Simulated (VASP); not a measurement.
Set up this calculation in VASP 6.6.1, as the native input.

* Task: single point
* Functional: r2SCAN
* Potentials or basis: VASP PAW PBE potentials, release 64 (In_d)
* Cutoff: 520 eV
* k mesh: 11 × 11 × 14
* Occupations: methfessel-paxton, width 0.3 eV
* Spin: no spin polarisation
* Dipole correction: no
* Further INCAR settings: ALGO = Normal; EDIFF = 1e-06; NBANDS = 12

The system is In.

```
CELL_PARAMETERS angstrom
-1.61906 1.66124 2.52477
1.66124 -1.61906 2.52477
1.56693 1.56693 -2.49705
ATOMIC_POSITIONS crystal
In 0.00000 0.00000 0.00000
```

These files were run (other wordings do the same):

POSCAR

```
In
1.0
   -1.6190646052      1.6612415974      2.5247666629
    1.6612415974     -1.6190646052      2.5247666629
    1.5669310712      1.5669310712     -2.4970521319
In
1
Direct
    0.0000000000      0.0000000000      0.0000000000
```

INCAR.step1

```
SYSTEM = In
PREC = Accurate
ENCUT = 520
ISMEAR = 1
SIGMA = 0.3
LREAL = .False.
LASPH = .True.
NELM = 100
NBANDS = 12
GGA = PE
ALGO = Normal
EDIFF = 1E-4
LWAVE = .True.
LCHARG = .False.
```

INCAR.step2

```
SYSTEM = In
PREC = Accurate
ENCUT = 520
EDIFF = 1E-6
ISMEAR = 1
SIGMA = 0.3
LREAL = .False.
LASPH = .True.
NELM = 100
ALGO = Normal
ISIF = 2
LWAVE = .False.
LCHARG = .True.
METAGGA = R2SCAN
LMIXTAU = .True.
LELF = .True.
LVHAR = .True.
NBANDS = 12
ISTART = 1
```

KPOINTS

```
Automatic mesh
0
Gamma
  11 11 14
  0 0 0
```

Potentials or basis: VASP PAW PBE potentials, release 64 (In_d).

Launch:

```bash
$ cat potpaw_PBE.64/In_d/POTCAR > POTCAR
$ cp INCAR.step1 INCAR
$ mpirun -np 1 vasp_std > vasp.out
$ cp INCAR.step2 INCAR
$ mpirun -np 1 vasp_std > vasp.out
```

It gave:

```yaml
Pressure: 0.1 GPa
Band_gap_on_the_k_mesh: zero (an odd number of electrons rules out a gap without spin polarisation)
```

Caveat: so wide a smearing shifts energies and pressures; the PAW data sets were made with another functional, which shifts forces and pressure a little; spin-orbit coupling is left out, which moves the levels of the heavy elements.

It took 9.2 min on 1 thread of Intel(R) Xeon(R) 6975P-C (Granite Rapids), on a shared host, peak memory 0.27 GiB.
